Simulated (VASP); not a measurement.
Write the native input for VASP 6.6.1 that does the following.

```
Task                   : single point
Functional             : PBE
Potentials or basis    : VASP PAW PBE potentials, release 64 (Zn, Se)
Cutoff                 : 520 eV
k mesh                 : 11 × 11 × 11
Occupations            : fermi-dirac, width 0.1 eV
Spin                   : no spin polarisation
Dipole correction      : no
Further INCAR settings : ALGO = Normal; EDIFF = 1e-07; NBANDS = 16
```

The structure of ZnSe (zincblende type) lies in POSCAR:

```
ZnSe
1.0
    0.0000000000      2.8663598629      2.8663598629
    2.8663598629      0.0000000000      2.8663598629
    2.8663598629      2.8663598629      0.0000000000
Zn Se
1 1
Direct
    0.0000000000      0.0000000000      0.0000000000
    0.2500000000      0.2500000000      0.2500000000
```

The input as run:

INCAR

```
PREC = Accurate
ENCUT = 520
EDIFF = 1E-7
ISMEAR = -1
SIGMA = 0.1
LREAL = False
LASPH = True
NELM = 80
ALGO = Normal
ISIF = 2
LWAVE = False
LCHARG = False
GGA = PE
NBANDS = 16
```

KPOINTS

```
regular mesh
0
Gamma
  11 11 11
```

Potentials or basis: VASP PAW PBE potentials, release 64 (Zn, Se).

Command:

```bash
$ cat potpaw_PBE.64/Zn/POTCAR potpaw_PBE.64/Se/POTCAR > POTCAR
$ mpirun -np 1 vasp_std > vasp.out
```

It gave:

- Pressure: 0.2 GPa
- Band gap on the k mesh: 1.15 eV, direct

Wall time 85 s on 1 thread of AMD EPYC 7R13, on a shared host, peak memory 0.17 GiB.
